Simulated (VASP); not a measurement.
## Pt: single point with PBE

Pt:

```
Pt
1.0
     5.51690    0.00000    0.00000
    -2.75845    4.77778    0.00000
     0.00000    0.00000    4.78295
Pt
8
Direct
  0.33333 0.16667 0.75000
  0.33333 0.66667 0.75000
  0.83333 0.16667 0.75000
  0.83333 0.66667 0.75000
  0.16667 0.33333 0.25000
  0.16667 0.83333 0.25000
  0.66667 0.33333 0.25000
  0.66667 0.83333 0.25000
```

```
Program             : VASP 6.6.1
Task                : single point
Functional          : PBE
Potentials or basis : VASP PAW PBE potentials, release 64 (Pt)
Cutoff              : 500 eV
k mesh              : 6 × 6 × 6
Occupations         : gaussian, width 0.1 eV
Spin                : no spin polarisation
```

* Pressure: -0.4 GPa
* Band gap on the k mesh: zero (band 40 reaches 10.90 eV, above the bottom of band 41 at 10.15 eV)

Stress tensor (GPa, compression positive):
```
-0.31  0.00  0.00
 0.00 -0.31  0.00
 0.00  0.00 -0.63
```

Levels at points of the mesh, in eV from the Fermi level:
```tsv
k point	band 36	band 37	band 38	band 39	band 40	band 41	band 42	band 43	band 44	band 45
(0.00, 0.00, 0.00)	0.02	0.30	0.30	0.30	0.51	0.51	0.51	2.29	2.29	2.29
(0.50, 0.00, 0.00)	-1.54	-0.49	-0.49	-0.01	-0.01	-0.01	-0.01	2.10	2.10	4.63
(0.00, 0.00, 0.50)	-0.78	0.42	0.42	0.42	0.42	0.42	0.42	1.72	1.72	1.72
(0.50, 0.00, 0.50)	-0.89	-0.27	-0.27	-0.27	-0.27	0.08	0.08	0.08	0.08	2.96
```

It took 3.4 min on 1 thread of Intel Xeon 8259CL (shared host), peak memory 0.29 GiB.

Caveat: spin-orbit coupling is left out, which moves the levels of the heavy elements.
